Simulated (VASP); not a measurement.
## Ge5H12: single point with PBE

System: Ge5H12, in a box.

```
Ge H
1.0
    14.10000    0.00000    0.00000
     0.00000   14.40000    0.00000
     0.00000    0.00000   13.30000
Ge H
5 12
Direct
  0.57365 0.33186 0.60439
  0.44666 0.64977 0.50157
  0.54595 0.54500 0.40348
  0.65296 0.44777 0.50156
  0.32827 0.57210 0.60438
  0.51505 0.37863 0.68789
  0.50638 0.27287 0.53928
  0.64702 0.26706 0.65367
  0.51043 0.71013 0.56973
  0.39552 0.71615 0.42806
  0.48154 0.48193 0.33885
  0.60615 0.60394 0.33005
  0.72073 0.39767 0.42805
  0.71462 0.51021 0.56970
  0.37602 0.51472 0.68788
  0.26803 0.50625 0.53925
  0.26209 0.64395 0.65366
```

```yaml
Program: VASP 6.6.1
Task: single point
Functional: PBE
Potentials_or_basis: VASP PAW PBE potentials, release 64 (Ge_d, H)
Cutoff: 520 eV
k_mesh: 1 × 1 × 1
Occupations: gaussian, width 0.05 eV
Spin: no spin polarisation
Dipole_correction: no
Further_INCAR_settings: LREAL = Auto; ALGO = Normal; EDIFF = 1e-07; NBANDS = 55
```

* Largest force: 0.050 eV/Å
* Gap between the frontier levels: 5.13 eV

Forces on the atoms (eV/Å):
```
Ge  -0.022 -0.015  0.006
Ge   0.004  0.042  0.012
Ge  -0.003 -0.004 -0.049
Ge   0.040  0.003  0.011
Ge  -0.013 -0.023  0.006
H    0.014 -0.012 -0.025
H    0.021  0.017  0.021
H   -0.018  0.014 -0.011
H   -0.017 -0.019 -0.019
H    0.017 -0.019  0.020
H    0.019  0.019  0.021
H   -0.023 -0.023  0.020
H   -0.019  0.017  0.021
H   -0.019 -0.016 -0.019
H   -0.012  0.015 -0.024
H    0.017  0.022  0.021
H    0.014 -0.017 -0.011
```

Levels at points of the mesh, in eV from the valence-band top:
| k point | band 37 | band 38 | band 39 | band 40 | band 41 | band 42 | band 43 | band 44 | band 45 | band 46 |
| --- | --- | --- | --- | --- | --- | --- | --- | --- | --- | --- |
| (0.00, 0.00, 0.00) | -1.33 | -0.83 | -0.58 | -0.19 | 0.00 | 5.13 | 5.39 | 5.46 | 5.64 | 6.03 |

Run time: 9.4 min on 1 thread of Intel(R) Xeon(R) Platinum 8124M CPU @ 3.00GHz (Skylake/Cascade Lake), with other jobs on the host, peak memory 1.8 GiB.
